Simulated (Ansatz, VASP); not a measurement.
One calculation of BN, two programs

```
B N
1.0
     0.00000    1.81233    1.81233
     1.81233    0.00000    1.81233
     1.81233    1.81233    0.00000
B N
1 1
Direct
  0.00000 0.00000 0.00000
  0.75000 0.75000 0.75000
```

Alike in both runs: task relaxation of cell and atoms; functional PBE; k mesh 12 × 12 × 12; occupations gaussian, width 0.02 eV; no spin polarisation.

|  | VASP | Ansatz |
| --- | --- | --- |
| version | VASP 6.6.1 | Ansatz 0.2.0 |
| potentials or method | VASP PAW PBE potentials, release 64 (B, N), cutoff 600 eV | scalar-relativistic, plane waves, PAW |
| valence electrons in the cell | 8 | 8 |

Ansatz gave:

- gap on the k mesh at the Fermi level, each at its own relaxed structure (eV): 4.46
- relaxed volume (Å³/atom): 5.95
- relaxed cell length with the largest relative difference (Å): 2.563

Which values does VASP return?

gap on the k mesh at the Fermi level, each at its own relaxed structure (eV): 4.45; relaxed volume (Å³/atom): 5.95; relaxed cell length with the largest relative difference (Å): 2.563.

Noted on VASP's run: the relaxation stopped at its first step, so nothing moved.
